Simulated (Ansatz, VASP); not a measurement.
# Al: VASP beside Ansatz

```
Al
1.0
     0.00000    1.93622    1.93622
     1.93622    0.00000    1.93622
     1.93622    1.93622    0.00000
Al
1
Direct
  0.00000 0.00000 0.00000
```

Change from the starting cell: volume scaled by 0.88, to set the pressure.

Alike in both runs: task single point; functional PBE; k mesh 17 × 17 × 17; occupations fermi-dirac, width 0.1 eV; no spin polarisation.

|  | VASP | Ansatz |
| --- | --- | --- |
| version | VASP 6.6.1 | Ansatz 0.2.0 |
| potentials or method | VASP PAW PBE potentials, release 64 (Al) | PAW with Ansatz's default frozen-core files, scalar-relativistic |
| plane-wave cutoff (eV) | 500 | 420 |
| valence electrons in the cell | 3 | 3 |

```tsv
	VASP	Ansatz	Ansatz less VASP
pressure (GPa)	13.3	13.3	+0.03
```

With one functional, cell and mesh, what is left measures potentials, basis and numerics.
